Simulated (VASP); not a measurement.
The system is GdSi2.

```
Gd Si
1.0
     4.05931    0.00000    0.00000
    -2.02965    3.51546    0.00000
     0.00000    0.00000    4.07150
Gd Si
1 2
Direct
  0.00000 0.00000 0.00000
  0.66667 0.33333 0.50000
  0.33333 0.66667 0.50000
```

Base run:

```yaml
Program: VASP 6.6.1
Functional: LDA
Potentials_or_basis: VASP PAW PBE potentials, release 64 (Gd, Si)
Cutoff: 520 eV
k_mesh: 8 × 8 × 7
Occupations: fermi-dirac, width 0.05 eV
Spin: collinear spin, ferromagnetic start
Starting_moments: "[7.0, 0.0, 0.0] μB"
Hubbard_terms: Gd f U = 4.0 eV
```

Its results: net moment 7.05 μB per cell; site moments Gd +6.87; Si -0.02 μB.

Problem. The run is repeated on the same cell with these changes: hubbard terms from Gd f U = 4.0 eV to Gd f U = 2.0 eV; further incar settings from ALGO = Normal; EDIFF = 1e-07 to ALGO = Normal; EDIFF = 1e-06; NBANDS = 24. What comes out?

Solution. Net moment 6.90 μB per cell; site moments Gd +6.80; Si -0.03 μB.

Caveats: the cell stands under tension (at least some runs).
